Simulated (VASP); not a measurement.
# Sn3SeS2 (P-3m1) in VASP: relaxation of cell and atoms with PBE

Aim: the relaxation of cell and atoms of Sn3SeS2 with PBE.

All numbers are computed with VASP 6.6.1; they aren't measurements. Logs are shortened: lines on timing, memory, paths and dates and some standing lists are left out, and cuts for length are marked.

**1. The cell of the first run**

The structure is trigonal, space group P-3m1 (No. 164). Conventional cell: a = 4.187 Å, b = 4.187 Å, c = 10.227 Å, α = 90.00°, β = 90.00°, γ = 120.00°. Within 3.9 Å of Sn (site symmetry 3m) lie 3 S at 2.93 Å and 3 Se at 3.01 Å. Sn (site symmetry -3m) has 6 S at 2.93 Å within 3.9 Å. Within 4.0 Å of Se (site symmetry -3m) lie 6 Sn at 3.01 Å. Within 3.9 Å of S (site symmetry 3m) lie 6 Sn at 2.93 Å.

**2. Relaxation of cell and atoms, PBE**

Input file INCAR:

```
ALGO = Normal
EDIFF = 1E-6
EDIFFG = -0.01
ENCUT = 600
GGA = PE
IBRION = 2
ISIF = 3
ISMEAR = 0
LASPH = T
LCHARG = F
LREAL = F
LWAVE = F
NELM = 60
NSW = 100
PREC = Accurate
SIGMA = 0.02
```

Input file KPOINTS:

```
k-points
0
Gamma
  12 12 4
```

Input file POSCAR:

```
Sn3SeS2
1.0
    4.1874087280      0.0000000000      0.0000000000
   -2.0937043640      3.6264023345      0.0000000000
    0.0000000000      0.0000000000     10.2266679787
Sn Se S
3 1 2
Direct
    0.6666666667      0.3333333333      0.8242487658
    0.0000000000      0.0000000000      0.5000000000
    0.3333333333      0.6666666667      0.1757512342
    0.0000000000      0.0000000000      0.0000000000
    0.3333333333      0.6666666667      0.6619443610
    0.6666666667      0.3333333333      0.3380556390
```

Potentials or basis: VASP PAW PBE potentials, release 64 (Sn_d, Se, S).

Launch:

```
$ cat potpaw_PBE.64/Sn_d/POTCAR potpaw_PBE.64/Se/POTCAR potpaw_PBE.64/S/POTCAR > POTCAR
$ mpirun -np 1 vasp_std > vasp.out
```

OUTCAR:

```text
EDIFF = 1E-6
   EDIFFG = -0.01
   ENCUT = 600
   GGA = PE
   IBRION = 2
   ISIF = 3
   ISMEAR = 0
   LASPH = T
   LREAL = F
   NELM = 60
   NSW = 100
   PREC = Accurate

 ion  position               nearest neighbor table
   1  0.667  0.333  0.824-   5 2.93   5 2.93   5 2.93   4 3.01   4 3.01   4 3.01
   2  0.000  0.000  0.500-   5 2.93   6 2.93   6 2.93   5 2.93   6 2.93   5 2.93
   3  0.333  0.667  0.176-   6 2.93   6 2.93   6 2.93   4 3.01   4 3.01   4 3.01
   4  0.000  0.000  0.000-   1 3.01   3 3.01   1 3.01   3 3.01   1 3.01   3 3.01
   5  0.333  0.667  0.662-   2 2.93   2 2.93   2 2.93   1 2.93   1 2.93   1 2.93
   6  0.667  0.333  0.338-   2 2.93   2 2.93   2 2.93   3 2.93   3 2.93   3 2.93

  LATTYP: Found a hexagonal cell.
 ALAT       =     4.1874087280
 C/A-ratio  =     2.4422425999

  Lattice vectors:

 A1 = (   4.1874087280,   0.0000000000,   0.0000000000)
 A2 = (  -2.0937043640,   3.6264023345,   0.0000000000)
 A3 = (   0.0000000000,   0.0000000000,  10.2266679787)

Analysis of symmetry for initial positions (statically):
=====================================================================
 Subroutine PRICEL returns:
 Original cell was already a primitive cell.

 Routine SETGRP: Setting up the symmetry group for a
 hexagonal supercell.

 Subroutine GETGRP returns: Found 12 space group operations
 (whereof 12 operations were pure point group operations)
 out of a pool of 24 trial point group operations.

The static configuration has the point symmetry D_3d.

Analysis of symmetry for dynamics (positions and initial velocities):
=====================================================================
 Subroutine PRICEL returns:
 Original cell was already a primitive cell.

 Routine SETGRP: Setting up the symmetry group for a
 hexagonal supercell.

 Subroutine GETGRP returns: Found 12 space group operations
 (whereof 12 operations were pure point group operations)
 out of a pool of 24 trial point group operations.

The dynamic configuration has the point symmetry D_3d.

 Subroutine INISYM returns: Found 12 space group operations
 (whereof 12 operations are pure point group operations),
 and found     1 'primitive' translations

----------------------------------------------------------------------------------------

                                     Primitive cell

  volume of cell :     155.2943

  direct lattice vectors                    reciprocal lattice vectors
     4.187408728  0.000000000  0.000000000     0.238811175  0.137877696  0.000000000
    -2.093704364  3.626402334  0.000000000     0.000000000  0.275755393  0.000000000
     0.000000000  0.000000000 10.226667979     0.000000000  0.000000000  0.097783560

  length of vectors
     4.187408728  4.187408728 10.226667979     0.275755393  0.275755393  0.097783560

  position of ions in fractional coordinates (direct lattice)
     0.666666667  0.333333333  0.824248766
     0.000000000  0.000000000  0.500000000
     0.333333333  0.666666667  0.175751234
     0.000000000  0.000000000  0.000000000
     0.333333333  0.666666667  0.661944361
     0.666666667  0.333333333  0.338055639

  ion indices of the primitive-cell ions
   primitive index   ion index
                 1           1
                 2           2
                 3           3
                 4           4
                 5           5
                 6           6

[... 78 lines left out ...]
   ISYM   =      2    0-nonsym 1-usesym 2-fastsym
   POTIM  = 0.5000    time-step for ionic-motion
   TEBEG  =    0.0;   TEEND  =   0.0 temperature during run
   PSTRESS=    0.0 pullay stress
   NELECT =      60.0000    total number of electrons
   NUPDOWN=      -1.0000    fix difference up-down
   EMIN   =  10.00;   EMAX   =-10.00  energy-range for DOS
   EFERMI =   0.00;   METHOD = LEGACY
   ISMEAR =     0;   SIGMA  =   0.02  broadening in eV -4-tet -1-fermi 0-gaus
   EFERMI_NEDOS =   21; number of points for ismear=-14 and -15
   IALGO  =     38    algorithm
   IMIX   =      4    mixing-type and parameters
     AMIX     =   0.40;   BMIX     =  1.00
     AMIX_MAG =   1.60;   BMIX_MAG =  1.00
  volume/ion in A,a.u.               =      25.88       174.66
  Fermi-wavevector in a.u.,A,eV,Ry     =   1.192358  2.253230 19.343649  1.421718
  Thomas-Fermi vector in A             =   2.328398
   LORBIT       =      0    0 simple, 1 ext, 2 COOP (PROOUT), +10 PAW based schemes
   GGA     = PE    functional components
   LHFCALC =     F    Hartree Fock is set to
   AEXX    =    0.0000 exact exchange contribution
   IVDW    =     0    specifies the selected vdW correction
   LEPSILON=     F    determine dielectric tensor
   LRPA    =     F    only Hartree local field effects (RPA)
 conjugate gradient relaxation of ions
 non-spin polarized calculation
 Gauss-broadening in eV      SIGMA  =   0.02
  energy-cutoff  :      600.00
  volume of cell :      155.29
 maximum number of plane-waves:      5219
 NGX is ok and might be reduce to    36
   NGX = 17   NGY = 17   NGZ = 41

--------------------------------------- Ionic step        1  -------------------------------------------

 number of electron      59.9999993 magnetization

 Free energy of the ion-electron system (eV)
  ---------------------------------------------------
  ext. energy  EPLUGINS =         0.00000000
  ---------------------------------------------------
  free energy    TOTEN  =       -25.75115994 eV

  energy without entropy =      -25.75115994  energy(sigma->0) =      -25.75115994

------------------------ aborting loop because EDIFF is reached ----------------------------------------

  FORCE on cell =-STRESS in cart. coord.  units (eV):
  Direction    XX          YY          ZZ          XY          YZ          ZX
  --------------------------------------------------------------------------------------
  -------------------------------------------------------------------------------------
  Total        0.0616881      0.0616881      0.1463691     -0.0000000      0.0000000      0.0000000
  in kB        0.6364385      0.6364385      1.5100955     -0.0000000      0.0000000      0.0000000
  external PRESSURE =       0.9276575 kB  Pullay stress =       0.0000000 kB

 VOLUME and BASIS-vectors are now :
 -----------------------------------------------------------------------------
  energy-cutoff  :      600.00
  volume of cell :      155.29
      direct lattice vectors                 reciprocal lattice vectors
     4.187408728  0.000000000  0.000000000     0.238811175  0.137877696  0.000000000
    -2.093704364  3.626402334  0.000000000     0.000000000  0.275755393  0.000000000
     0.000000000  0.000000000 10.226667979     0.000000000  0.000000000  0.097783560

 POSITION                                       TOTAL-FORCE (eV/Angst)
 -----------------------------------------------------------------------------------
      2.09370      1.20880      8.42932        -0.000000     -0.000000     -0.006764
      0.00000      0.00000      5.11333         0.000000      0.000000      0.000000
     -0.00000      2.41760      1.79735         0.000000      0.000000      0.006764
      0.00000      0.00000      0.00000         0.000000      0.000000      0.000000
     -0.00000      2.41760      6.76949        -0.000000     -0.000000      0.013168
      2.09370      1.20880      3.45718         0.000000      0.000000     -0.013168
 -----------------------------------------------------------------------------------
    total drift:                               -0.000000      0.000000     -0.000000

  FREE ENERGIE OF THE ION-ELECTRON SYSTEM (eV)
  ---------------------------------------------------
  free  energy   TOTEN  =       -25.7511599351 eV

  energy  without entropy=      -25.7511599351  energy(sigma->0) =      -25.75115994

--------------------------------------- Ionic step        2  -------------------------------------------

 number of electron      59.9999994 magnetization

 Free energy of the ion-electron system (eV)
  ---------------------------------------------------
  ext. energy  EPLUGINS =         0.00000000
  ---------------------------------------------------
  free energy    TOTEN  =       -25.75131198 eV

  energy without entropy =      -25.75131198  energy(sigma->0) =      -25.75131198

 E-fermi :   6.1028     XC(G=0):  -9.6352

 val. band max:        6.0021646524   @ k =   0.5000  -0.0000   0.5000
 cond. band min:       6.4159522487   @ k =   0.0833   0.0000   0.2500
 fundamental gap:      0.4137875963
 Fermi energy:         6.1027995586

 k-point     1 :       0.0000    0.0000    0.0000
  band No.  band energies     occupation
      1     -15.6696      2.00000
      2     -15.6662      2.00000
      3     -15.6662      2.00000
      4     -15.6651      2.00000
      5     -15.6651      2.00000
      6     -15.6631      2.00000
[... 925 lines left out ...]
     35       8.5208      0.00000
     36       9.2035      0.00000

 [... further k-points ...]

------------------------ aborting loop because EDIFF is reached ----------------------------------------

  FORCE on cell =-STRESS in cart. coord.  units (eV):
  Direction    XX          YY          ZZ          XY          YZ          ZX
  --------------------------------------------------------------------------------------
  -------------------------------------------------------------------------------------
  Total       -0.0323216     -0.0323216      0.0255701      0.0000000      0.0000000      0.0000000
  in kB       -0.3327415     -0.3327415      0.2632367      0.0000000      0.0000000      0.0000000
  external PRESSURE =      -0.1340821 kB  Pullay stress =       0.0000000 kB

 VOLUME and BASIS-vectors are now :
 -----------------------------------------------------------------------------
  energy-cutoff  :      600.00
  volume of cell :      155.63
      direct lattice vectors                 reciprocal lattice vectors
     4.189485681 -0.000000000  0.000000000     0.238692784  0.137809343 -0.000000000
    -2.094742840  3.628201028  0.000000000     0.000000000  0.275618686 -0.000000000
     0.000000000  0.000000000 10.238703459     0.000000000  0.000000000  0.097668616

 POSITION                                       TOTAL-FORCE (eV/Angst)
 -----------------------------------------------------------------------------------
      2.09474      1.20940      8.43891        -0.000000     -0.000000     -0.001302
      0.00000      0.00000      5.11935        -0.000000      0.000000      0.000000
     -0.00000      2.41880      1.79979         0.000000      0.000000      0.001302
      0.00000     -0.00000      0.00000        -0.000000     -0.000000      0.000000
     -0.00000      2.41880      6.77809         0.000000      0.000000      0.009270
      2.09474      1.20940      3.46062         0.000000     -0.000000     -0.009270
 -----------------------------------------------------------------------------------
    total drift:                               -0.000000     -0.000000      0.000000

  FREE ENERGIE OF THE ION-ELECTRON SYSTEM (eV)
  ---------------------------------------------------
  free  energy   TOTEN  =       -25.7513119827 eV

  energy  without entropy=      -25.7513119827  energy(sigma->0) =      -25.75131198

 reached required accuracy - stopping structural energy minimisation
```

It took 23 min on 1 thread of Oxide Virtual Turin-like, shared host; peak memory 0.58 GiB.

Results:

```
Free energy                           : -25.7513 eV
Relaxed volume                        : 25.94 Å³/atom
Relaxed cell                          : a = 4.189 Å, b = 4.189 Å, c = 10.239 Å, α = 90.00°, β = 90.00°, γ = 120.00°
Space group after relaxing (to 0.1 Å) : P-3m1 (No. 164)
Energy gained by relaxing             : 0.0 meV/atom
Ionic steps                           : 2
Pressure after relaxing               : 0.0 GPa
Largest force after relaxing          : 0.009 eV/Å
Band gap on the k mesh                : 0.41 eV (least direct gap 0.50 eV)
```

Forces on the atoms (eV/Å):
```
Sn   0.000  0.000 -0.001
Sn   0.000  0.000  0.000
Sn   0.000  0.000  0.001
Se   0.000  0.000  0.000
S    0.000  0.000  0.009
S    0.000  0.000 -0.009
```

The path:
| step | energy change (eV) | largest force (eV/Å) | pressure (GPa) | volume (Å³) |
| --- | --- | --- | --- | --- |
| 1 | 0.0000 | 0.0132 | 0.09 | 155.29 |
| 2 | -0.0002 | 0.0093 | -0.01 | 155.63 |

Final structure:
```
Sn Se S
1.0
     4.18949    0.00000    0.00000
    -2.09474    3.62820    0.00000
     0.00000    0.00000   10.23870
Sn Se S
3 1 2
Cartesian
  2.0947 1.2094 8.4389
  0.0000 0.0000 5.1194
  0.0000 2.4188 1.7998
  0.0000 0.0000 0.0000
  0.0000 2.4188 6.7781
  2.0947 1.2094 3.4606
```

Caveat: spin-orbit coupling is left out, which moves the levels of the heavy elements. A k mesh can miss the band edges.
